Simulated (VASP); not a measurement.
Wanted: the native input for a VASP 6.6.1 run.

```yaml
Task: relaxation of cell and atoms
Functional: PBE
Potentials_or_basis: VASP PAW PBE potentials, release 64 (Sn_d, H_h)
Cutoff: 910 eV
k_mesh: 5 × 5 × 4
Occupations: gaussian, width 0.15 eV
Spin: no spin polarisation
Dipole_correction: no
Further_INCAR_settings: ALGO = Normal; EDIFF = 1e-07; IBRION = 2; EDIFFG = -0.08; NSW = 36; ISIF = 3
```

The structure of SnH2 lies in POSCAR:

```
SnH2
1.0
    2.8324265400     -1.7379502000      0.0000000000
    2.8324265400      1.7379502000      0.0000000000
   -0.0026477100      0.0000000000      3.9921745100
Sn H
1 2
Direct
    0.0000000000      0.0000000000      0.0000000000
    0.6893500100      0.6893500100      0.2883299900
    0.3106499900      0.3106499900      0.7116700100
```

The cell was built from a structure type or drawn by symmetry, and may not be a known phase.

The input as run:

INCAR

```
  ALGO = Normal
  EDIFF = 1E-7
  EDIFFG = -0.08
  ENCUT = 910
  GGA = PE
  GGA_COMPAT = F
  IBRION = 2
  ISIF = 3
  ISMEAR = 0
  LASPH = T
  LCHARG = F
  LREAL = F
  LWAVE = F
  NELM = 120
  NELMIN = 4
  NSW = 36
  PREC = Accurate
  SIGMA = 0.15
```

KPOINTS

```
k-points
0
Gamma
  5 5 4
```

Potentials or basis: VASP PAW PBE potentials, release 64 (Sn_d, H_h).

Run with:

```sh
$ cat potpaw_PBE.64/Sn_d/POTCAR potpaw_PBE.64/H_h/POTCAR > POTCAR
$ mpirun -np 1 vasp_std > vasp.out
```

Results of the run:

The relaxed volume is 12.54 Å³/atom and the relaxed cell is a = 3.925 Å, b = 3.925 Å, c = 3.094 Å, α = 97.86°, β = 97.86°, γ = 52.96°. The space group after relaxing (to 0.1 Å) is C2/m (No. 12) and the energy gained by relaxing is 190.4 meV/atom. The ionic steps are 12, the pressure after relaxing is -0.1 GPa and the largest force after relaxing is 0.062 eV/Å. The band gap on the k mesh is zero (bands 8 and 9 overlap by 3.80 eV).

Caveat: the k points lie up to 0.51 Å⁻¹ apart in the final cell, too coarse for converged energies and pressures of a metal; a cell axis changed by over 15 % at a fixed basis, so the end point is rough; spin-orbit coupling is left out, which moves the levels of the heavy elements; the relaxation stopped at a loose force limit of 0.08 eV/Å, so its end isn't a converged minimum.

Run time: 2.7 min on 1 thread of AMD EPYC 9R45 96-Core Processor (Zen 5), on a shared host, peak memory 0.22 GiB.
